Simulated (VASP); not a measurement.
# C in VASP: notebook

The runs below take C through single point, with PBE+D3(BJ).

Program: VASP 6.6.1. These are calculated values, not measurements. Logs are shortened: lines on timing, memory, paths and dates and some standing lists are left out, and cuts for length are marked.

**1. The cell of the first run**

The cell holds a slab with vacuum, 32 atoms: a = 9.864 Å, b = 9.864 Å, c = 11.000 Å, α = 90.00°, β = 90.00°, γ = 120.00°.

**2. Single point, PBE+D3(BJ)**

Contents of INCAR:

```
SYSTEM = C
  PREC = Accurate
  ENCUT = 520
  EDIFF = 1E-7
  ISMEAR = -1
  SIGMA = 0.02
  LREAL = Auto
  LASPH = .True.
  NELM = 100
  ALGO = Normal
  ISIF = 2
  LWAVE = .False.
  LCHARG = .False.
  GGA = PE
  IVDW = 12
  NBANDS = 86
```

Contents of KPOINTS:

```
regular mesh
0
Gamma
  1 1 1
  0 0 0
```

Contents of POSCAR:

```
C
1.0
    9.8640000000      0.0000000000      0.0000000000
   -4.9320000000      8.5424750000      0.0000000000
    0.0000000000      0.0000000000     11.0000000000
C
32
Direct
   -0.0418947569      0.0063564716      0.1106727273
    0.1402858775      0.0925141718      0.0989818182
   -0.0297062178      0.2658714249      0.0891636364
    0.1306653400      0.3441976710      0.0882363636
   -0.0279013940      0.5048419808      0.1027181818
    0.1250669936      0.5826765662      0.1128363636
   -0.0260765037      0.7516791094      0.1062454545
    0.1461383237      0.8550098186      0.0945454545
    0.2390529062      0.0249225195      0.1082454545
    0.3950611766      0.0903251107      0.0827727273
    0.2098435453      0.2552304806      0.0862636364
    0.3847751122      0.3506126737      0.0837000000
    0.2122306271      0.5103087805      0.0988181818
    0.3742292877      0.5896183483      0.0787727273
    0.2179855243      0.7635257932      0.0926454545
    0.3759257555      0.8413486724      0.0613636364
    0.4763745726      0.0118935086      0.0530727273
    0.6362809523      0.0986365193      0.0748090909
    0.4666799635      0.2646656853      0.0830000000
    0.6325607104      0.3483533753      0.0823909091
    0.4667262538      0.5162789473      0.0743272727
    0.6317520777      0.5803938554      0.0701363636
    0.4507664884      0.7512693921      0.0626000000
    0.6254945762      0.8352146187      0.0721363636
    0.7083375436      0.0050570824      0.0655000000
    0.8844905095      0.0903719355      0.0887818182
    0.7204006080      0.2584613944      0.0725454545
    0.8855232280      0.3428631632      0.0840000000
    0.7248964122      0.5073354034      0.0729636364
    0.8958251231      0.5922990702      0.0868272727
    0.7141829568      0.7506489630      0.0806727273
    0.8854570009      0.8363032962      0.1058636364
```

Potentials or basis: VASP PAW PBE potentials, release 64 (C).

Command:

```
$ cat potpaw_PBE.64/C/POTCAR > POTCAR
$ mpirun -np 1 vasp_gam > vasp.out
```

OUTCAR:

```text
SYSTEM = C
   PREC = Accurate
   ENCUT = 520
   EDIFF = 1E-7
   ISMEAR = -1
   LREAL = Auto
   LASPH = .True.
   NELM = 100
   ISIF = 2
   GGA = PE
   IVDW = 12
 IVDW          = 12

 ion  position               nearest neighbor table
   1  0.958  0.006  0.111-  26 1.37  32 1.46   2 1.56
   2  0.140  0.093  0.099-  11 1.40   9 1.43   1 1.56
   3  0.970  0.266  0.089-   4 1.37  28 1.38  26 1.50
   4  0.131  0.344  0.088-   3 1.37  13 1.42  11 1.44
   5  0.972  0.505  0.103-   6 1.31  28 1.40  30 1.41
   6  0.125  0.583  0.113-   5 1.31  13 1.37  15 1.56
[... 24 lines left out ...]
  31  0.714  0.751  0.081-  22 1.46  24 1.48  32 1.49
  32  0.885  0.836  0.106-   1 1.46   7 1.48  31 1.49

  LATTYP: Found a hexagonal cell.
 ALAT       =     9.8640000000
 C/A-ratio  =     1.1151662612

  Lattice vectors:

 A1 = (   9.8640000000,   0.0000000000,   0.0000000000)
 A2 = (  -4.9320000000,   8.5424750000,   0.0000000000)
 A3 = (   0.0000000000,   0.0000000000,  11.0000000000)

Analysis of symmetry for initial positions (statically):
=====================================================================
 Subroutine PRICEL returns:
 Original cell was already a primitive cell.

 Routine SETGRP: Setting up the symmetry group for a
 hexagonal supercell.

 Subroutine GETGRP returns: Found  1 space group operations
 (whereof  1 operations were pure point group operations)
 out of a pool of 24 trial point group operations.

The static configuration has the point symmetry C_1 .

Analysis of symmetry for dynamics (positions and initial velocities):
=====================================================================
 Subroutine PRICEL returns:
 Original cell was already a primitive cell.

 Routine SETGRP: Setting up the symmetry group for a
 hexagonal supercell.

 Subroutine GETGRP returns: Found  1 space group operations
 (whereof  1 operations were pure point group operations)
 out of a pool of 24 trial point group operations.

The dynamic configuration has the point symmetry C_1 .

 Subroutine INISYM returns: Found  1 space group operations
 (whereof  1 operations are pure point group operations),
 and found     1 'primitive' translations

----------------------------------------------------------------------------------------

                                     Primitive cell

  volume of cell :     926.8927

  direct lattice vectors                    reciprocal lattice vectors
     9.864000000  0.000000000  0.000000000     0.101378751  0.058531046  0.000000000
    -4.932000000  8.542475000  0.000000000     0.000000000  0.117062093  0.000000000
     0.000000000  0.000000000 11.000000000     0.000000000  0.000000000  0.090909091

  length of vectors
     9.864000000  9.864000361 11.000000000     0.117062097  0.117062093  0.090909091

  position of ions in fractional coordinates (direct lattice)
     0.958105243  0.006356472  0.110672727
     0.140285877  0.092514172  0.098981818
     0.970293782  0.265871425  0.089163636
     0.130665340  0.344197671  0.088236364
     0.972098606  0.504841981  0.102718182
     0.125066994  0.582676566  0.112836364
[... 24 lines left out ...]
     0.714182957  0.750648963  0.080672727
     0.885457001  0.836303296  0.105863636

  ion indices of the primitive-cell ions
   primitive index   ion index
                 1           1
                 2           2
                 3           3
                 4           4
                 5           5
                 6           6
[... 24 lines left out ...]
                31          31
                32          32

----------------------------------------------------------------------------------------

 KPOINTS: regular mesh

Automatic generation of k-mesh.
 Grid dimensions read from file:
 generate k-points for:    1    1    1

 Generating k-lattice:

  Cartesian coordinates                     Fractional coordinates (reciprocal lattice)
     0.101378751  0.058531046  0.000000000     1.000000000 -0.000000000  0.000000000
     0.000000000  0.117062093  0.000000000     0.000000000  1.000000000  0.000000000
     0.000000000  0.000000000  0.090909091     0.000000000  0.000000000  1.000000000

  Length of vectors
     0.117062097  0.117062093  0.090909091

  Shift w.r.t. Gamma in fractional coordinates (k-lattice)
     0.000000000  0.000000000  0.000000000

 Subroutine IBZKPT returns following result:
 ===========================================

 Found      1 irreducible k-points:

 Following reciprocal coordinates:
            Coordinates               Weight
  0.000000  0.000000  0.000000      1.000000
   k-points           NKPTS =      1   k-points in BZ     NKDIM =      1   number of bands    NBANDS=     86
   number of dos      NEDOS =    301   number of ions     NIONS =     32
   total plane-waves  NPLWV = 537600
   dimension x,y,z NGX =    80 NGY =   80 NGZ =   84
   dimension x,y,z NGXF=   160 NGYF=  160 NGZF=  168
   ions per type =              32
   NGX,Y,Z   is equivalent  to a cutoff of  13.48, 13.48, 12.70 a.u.
   NGXF,Y,Z  is equivalent  to a cutoff of  26.97, 26.97, 25.39 a.u.
 SYSTEM =  C
   PREC   = accura    normal or accurate (medium, high low for compatibility)
   ISTART =      0    job   : 0-new  1-cont  2-samecut
   ICHARG =      2    charge: 1-file 2-atom 10-const
   ISPIN  =      1    spin polarized calculation?
   LNONCOLLINEAR =      F non collinear calculations
   LSORBIT =      F    spin-orbit coupling
   LASPH  =      T    aspherical Exc in radial PAW
   ENCUT  =  520.0 eV  38.22 Ry    6.18 a.u.  18.34 18.34 20.45*2*pi/ulx,y,z
   NELM   =    100;   NELMIN=  2; NELMDL= -5     # of ELM steps
   EDIFF  = 0.1E-06   stopping-criterion for ELM
   LREAL  =      T    real-space projection
   EDIFFG = 0.1E-05   stopping-criterion for IOM
   NSW    =      0    number of steps for IOM
   IBRION =     -1    ionic relax: 0-MD 1-quasi-New 2-CG
   NFREE  =      0    steps in history (QN), initial steepest desc. (CG)
   ISIF   =      2    stress and relaxation
   ISYM   =      2    0-nonsym 1-usesym 2-fastsym
   POTIM  = 0.5000    time-step for ionic-motion
   TEBEG  =    0.0;   TEEND  =   0.0 temperature during run
   PSTRESS=    0.0 pullay stress
   NELECT =     128.0000    total number of electrons
   NUPDOWN=      -1.0000    fix difference up-down
   EMIN   =  10.00;   EMAX   =-10.00  energy-range for DOS
   EFERMI =   0.00;   METHOD = LEGACY
   ISMEAR =    -1;   SIGMA  =   0.02  broadening in eV -4-tet -1-fermi 0-gaus
   EFERMI_NEDOS =   21; number of points for ismear=-14 and -15
   IALGO  =     38    algorithm
   IMIX   =      4    mixing-type and parameters
     AMIX     =   0.40;   BMIX     =  1.00
     AMIX_MAG =   1.60;   BMIX_MAG =  1.00
  volume/ion in A,a.u.               =      28.97       195.47
  Fermi-wavevector in a.u.,A,eV,Ry     =   0.846191  1.599069  9.742302  0.716039
  Thomas-Fermi vector in A             =   1.961499
   LORBIT       =      0    0 simple, 1 ext, 2 COOP (PROOUT), +10 PAW based schemes
   GGA     = PE    functional components
   LHFCALC =     F    Hartree Fock is set to
   AEXX    =    0.0000 exact exchange contribution
   IVDW    =    12    specifies the selected vdW correction
   LEPSILON=     F    determine dielectric tensor
   LRPA    =     F    only Hartree local field effects (RPA)
 non-spin polarized calculation
  energy-cutoff  :      520.00
  volume of cell :      926.89
 maximum number of plane-waves:     12471
 NGX is ok and might be reduce to    80
   NGX = 37   NGY = 37   NGZ = 41

 number of electron     128.0000000 magnetization

 Free energy of the ion-electron system (eV)
  ---------------------------------------------------
  ext. energy  EPLUGINS =         0.00000000
  ---------------------------------------------------
  free energy    TOTEN  =      -290.25875634 eV

  energy without entropy =     -290.25875634  energy(sigma->0) =     -290.25875634

 E-fermi :  -3.1573     XC(G=0):  -3.9223

 val. band max:       -3.6326153054   @ k =   0.0000   0.0000   0.0000
 cond. band min:      -0.0559955831   @ k =   0.0000   0.0000   0.0000
 fundamental gap:      3.5766197223
 Fermi energy:        -3.1572798650

 k-point     1 :       0.0000    0.0000    0.0000
  band No.  band energies     occupation
      1     -21.0918      2.00000
      2     -19.9848      2.00000
      3     -19.6585      2.00000
      4     -19.6292      2.00000
      5     -19.5079      2.00000
      6     -19.3449      2.00000
[... 68 lines left out ...]
     75       2.9694      0.00000
     76       3.5717      0.00000
 [bands above 76 left out]

------------------------ aborting loop because EDIFF is reached ----------------------------------------

 Edisp (eV)   -2.82998

 E8    (eV) :    -0.8802

  FORCE on cell =-STRESS in cart. coord.  units (eV):
  Direction    XX          YY          ZZ          XY          YZ          ZX
  --------------------------------------------------------------------------------------
  -------------------------------------------------------------------------------------
  Total       0.13521    -1.37303    -3.29726    -1.09214    -0.48618    -1.18503
  in kB       0.23372    -2.37335    -5.69947    -1.88782    -0.84039    -2.04839
  external pressure =       -2.61 kB  Pullay stress =        0.00 kB

 VOLUME and BASIS-vectors are now :
 -----------------------------------------------------------------------------
  energy-cutoff  :      520.00
  volume of cell :      926.89
      direct lattice vectors                 reciprocal lattice vectors
     9.864000000  0.000000000  0.000000000     0.101378751  0.058531046  0.000000000
    -4.932000000  8.542475000  0.000000000     0.000000000  0.117062093  0.000000000
     0.000000000  0.000000000 11.000000000     0.000000000  0.000000000  0.090909091

 POSITION                                       TOTAL-FORCE (eV/Angst)
 -----------------------------------------------------------------------------------
      9.41940      0.05430      1.21740         5.332591     -1.066954     -1.173383
      0.92750      0.79030      1.08880        -2.508421      0.852373      1.253956
      8.25970      2.27120      0.98080        -0.194782     -4.232689     -0.396013
     -0.40870      2.94030      0.97060         1.295107     -0.321065      0.723774
      7.09890      4.31260      1.12990        -4.514131     -0.961818     -1.176912
     -1.64010      4.97750      1.24120         3.727330      6.242589     -1.171778
[... 24 lines left out ...]
      3.34250      6.41240      0.88740         0.502628      0.914755      0.454763
      4.60950      7.14410      1.16450        -2.156625     -0.566083     -0.800290
 -----------------------------------------------------------------------------------
    total drift:                               -0.006925     -0.012736      0.031256

  FREE ENERGIE OF THE ION-ELECTRON SYSTEM (eV)
  ---------------------------------------------------
  free  energy   TOTEN  =      -293.0887316672 eV

  energy  without entropy=     -293.0887316672  energy(sigma->0) =     -293.08873167
```

It took 2.8 min on 1 thread of Intel Xeon Platinum 8488C (Sapphire Rapids), shared host; peak memory 0.87 GiB.

Results:

- Free energy: -293.0887 eV
- Largest force: 7.365 eV/Å
- Band gap on the k mesh: 3.58 eV
- Dispersion energy per atom: -0.088 eV

Forces in eV/Å, atoms in the order of the input:
```
C    5.333 -1.067 -1.173
C   -2.508  0.852  1.254
C   -0.195 -4.233 -0.396
C    1.295 -0.321  0.724
C   -4.514 -0.962 -1.177
C    3.727  6.243 -1.172
C   -1.599  4.722 -1.021
C   -0.935 -2.422  2.302
C   -3.256 -4.612 -2.044
C   -1.575  4.388 -0.367
C    1.880  2.304  0.271
C   -0.988 -2.793 -0.211
C    1.598 -2.092 -0.552
C    0.750  1.299 -0.031
C   -0.400 -1.508 -0.216
C    2.351  0.487  0.369
C   -3.340 -1.328  2.337
C    1.867 -2.854 -2.717
C    1.560 -0.259  0.127
C    3.262 -3.091 -1.303
C    0.785 -3.046  0.186
C   -0.617  4.599  0.378
C    3.092  1.746  0.654
C   -0.137  0.256 -1.019
C    3.727  0.356  2.386
C   -3.349  0.669 -0.624
C   -2.319  2.888  1.517
C   -0.628 -0.717  0.516
C   -1.080  1.492  0.699
C   -2.133 -1.345  0.650
C    0.503  0.915  0.455
C   -2.157 -0.566 -0.800
```

Caveat: the k points lie up to 0.74 Å⁻¹ apart.

**3. Single point, PBE+D3(BJ)**

Contents of INCAR:

```
PREC = Accurate
ENCUT = 520
EDIFF = 1E-6
ISMEAR = -1
SIGMA = 0.02
LREAL = Auto
LASPH = T
NELM = 80
ALGO = Normal
ISIF = 2
LWAVE = F
LCHARG = F
GGA = PE
IVDW = 12
NBANDS = 86
```

Contents of KPOINTS:

```
regular mesh
0
Gamma
  1 1 1
```

Contents of POSCAR:

```
C
1.0
    9.8640000000      0.0000000000      0.0000000000
   -4.9320000000      8.5424750000      0.0000000000
    0.0000000000      0.0000000000     11.0000000000
C
32
Direct
   -0.0343976817      0.0087796569      0.0962000000
    0.1285248466      0.0906060597      0.0883000000
   -0.0328357608      0.2551719496      0.0652545455
    0.1321558328      0.3448063939      0.0659454545
   -0.0275660480      0.5112101586      0.0618636364
    0.1348499766      0.5919830026      0.0502181818
   -0.0243112448      0.7561625875      0.0687272727
    0.1471380184      0.8516969614      0.0763909091
    0.2242006558      0.0189406466      0.0781000000
    0.3923013420      0.1008841115      0.0950363636
    0.2153923913      0.2465795920      0.0891909091
    0.3877249182      0.3465974439      0.0897818182
    0.2090815300      0.5110462717      0.0749545455
    0.3779707647      0.5965133056      0.0981909091
    0.2197314003      0.7662065151      0.0683636364
    0.3830266131      0.8436079708      0.0833545455
    0.4717343675      0.0124671129      0.0936636364
    0.6341490409      0.0895876195      0.1030181818
    0.4708404251      0.2710806880      0.0917909091
    0.6318357960      0.3482011946      0.0952090909
    0.4627561378      0.5068788612      0.0983272727
    0.6296123868      0.5893139869      0.0911636364
    0.4602828989      0.7503914264      0.0896272727
    0.6308193996      0.8365374204      0.1113000000
    0.7085803420      0.0015686320      0.1119000000
    0.8737777314      0.0836057466      0.1010272727
    0.7223710997      0.2538257355      0.0919818182
    0.8861058061      0.3355936072      0.0705454545
    0.7147753463      0.5106131420      0.0830181818
    0.8840855161      0.5903324271      0.0626454545
    0.7270333629      0.7534584532      0.0970909091
    0.8896876474      0.8448254165      0.0834090909
```

Potentials or basis: VASP PAW PBE potentials, release 64 (C).

Command:

```
$ cat potpaw_PBE.64/C/POTCAR > POTCAR
$ mpirun -np 1 vasp_gam > vasp.out
```

Run time: 2.6 min. Hardware: 1 thread of Intel Xeon Platinum 8488C (Sapphire Rapids), shared host; peak memory 0.87 GiB.

Results (log left out):

```yaml
Free_energy: -294.2205 eV
Largest_force: 8.165 eV/Å
Band_gap_on_the_k_mesh: 3.32 eV
Dispersion_energy_per_atom: -0.089 eV
```

Forces in eV/Å, atoms in the order of the input:
```
C   -1.310 -1.069 -0.478
C    2.437 -0.932 -0.301
C   -0.164 -1.987  1.925
C    2.372 -2.596  1.692
C   -1.876 -2.782 -0.964
C   -2.288  3.016  1.854
C   -2.152  2.653  0.455
C   -3.536 -0.961 -1.172
C    0.815 -1.633  1.638
C   -1.719 -0.254 -1.461
C   -2.676  7.609 -1.264
C   -3.225 -2.257  0.437
C    4.168 -1.111 -0.475
C    1.009 -5.737 -1.241
C    2.847 -2.064 -0.392
C    1.034  0.346 -0.048
C   -1.739 -0.824  0.282
C   -0.257  0.893 -0.163
C    2.354 -3.359  0.789
C    4.348 -1.257 -0.807
C   -1.291  2.721 -0.158
C    1.005  0.652  0.160
C    0.749  5.699  1.513
C    1.164 -1.397 -1.353
C    1.937 -0.143 -0.519
C    2.205  2.330 -1.445
C   -2.944  2.143 -0.012
C   -1.861  2.471  0.038
C    1.653 -0.372 -0.435
C    0.388  0.681  1.101
C   -5.191  1.984  0.212
C    1.745 -2.463  0.593
```

Levels at points of the mesh, in eV from the valence-band top:
| k point | band 60 | band 61 | band 62 | band 63 | band 64 | band 65 | band 66 | band 67 | band 68 | band 69 |
| --- | --- | --- | --- | --- | --- | --- | --- | --- | --- | --- |
| (0.00, 0.00, 0.00) | -0.58 | -0.47 | -0.38 | -0.29 | 0.00 | 3.32 | 3.64 | 3.72 | 4.33 | 4.49 |

Caveat: the k points lie up to 0.74 Å⁻¹ apart.

(Part 1 of 2 ends here.)
